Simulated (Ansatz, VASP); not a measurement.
SiC in VASP and in Ansatz

The input INCAR:

```
SYSTEM = SiC
PREC = Accurate ; ENCUT = 520
EDIFF = 1E-6 ; ISMEAR = -1
SIGMA = 0.02 ; LREAL = .FALSE.
LASPH = .TRUE. ; NELM = 80
ALGO = Normal ; ISIF = 2
LWAVE = .FALSE. ; LCHARG = .FALSE.
GGA = PE ; NBANDS = 26
```

Contents of KPOINTS:

```
regular mesh
0
G
  12 12 4
  0 0 0
```

POSCAR

```
SiC
1.0
    3.1698816840      0.0000000000      0.0000000000
   -1.5849408420      2.7451980654      0.0000000000
    0.0000000000      0.0000000000     10.0263391721
Si C
4 4
Direct
    0.0000000000      0.0000000000     -0.0008671590
    0.3333333333      0.6666666667      0.2492476495
    0.0000000000      0.0000000000      0.4991328410
    0.6666666667      0.3333333333      0.7492476495
    0.0000000000      0.0000000000      0.1878906574
    0.3333333333      0.6666666667      0.4387288522
    0.0000000000      0.0000000000      0.6878906574
    0.6666666667      0.3333333333      0.9387288522
```

Input for Ansatz:

```yaml
crystal:
  lattice:
    - [3.169881684, 0.0, 0.0]
    - [-1.584940842, 2.7451980654, 0.0]
    - [0.0, 0.0, 10.0263391721]
  atoms:
    - { symbol: Si, position: [0.0, 0.0, -0.000867159] }
    - { symbol: Si, position: [0.3333333333, 0.6666666667, 0.2492476495] }
    - { symbol: Si, position: [0.0, 0.0, 0.499132841] }
    - { symbol: Si, position: [0.6666666667, 0.3333333333, 0.7492476495] }
    - { symbol: C, position: [0.0, 0.0, 0.1878906574] }
    - { symbol: C, position: [0.3333333333, 0.6666666667, 0.4387288522] }
    - { symbol: C, position: [0.0, 0.0, 0.6878906574] }
    - { symbol: C, position: [0.6666666667, 0.3333333333, 0.9387288522] }
kpoints:
  mp_grid: { grid: [12, 12, 4] }
  band_path:
    path:
      - [0.0, 0.0, 0.0]
      - [0.5, 0.0, 0.0]
      - [0.3333333333, 0.3333333333, 0.0]
      - [0.0, 0.0, 0.5]
      - [0.5, 0.0, 0.5]
      - [0.3333333333, 0.3333333333, 0.5]
      - [0.0, 0.5, 0.0]
    npoints: 1
hamiltonian:
  xc: pbe
scf:
  occupations: { method: fermi_dirac, width: 0.02 }
  n_extra_bands: 6
output:
  forces: true
  stress: true
  eigenvalues: true
```

Change from the starting cell: epitaxial_xy strain +3.0%.

Alike in both runs: task single point; functional PBE; k mesh 12 × 12 × 4; occupations fermi-dirac, width 0.02 eV; no spin polarisation.

```csv
,VASP,Ansatz
version,VASP 6.6.1,Ansatz 0.2.0
potentials or method,"VASP PAW PBE potentials, release 64 (Si, C)","plane waves, PAW"
plane-wave cutoff (eV),520,420
valence electrons in the cell,32,32
```

```tsv
	VASP	Ansatz	Ansatz less VASP
gap on the k mesh at the Fermi level (eV)	2.01	2.01	+0.003
pressure (GPa)	-7.5	-7.4	+0.03
traceless stress, the component that is largest in VASP (GPa)	10.48	10.43	-0.051
rms of the force components (eV/Å)	0.021	0.022	+0.0003
```

Atom by atom the forces differ by 0.001 eV/Å (rms over components).
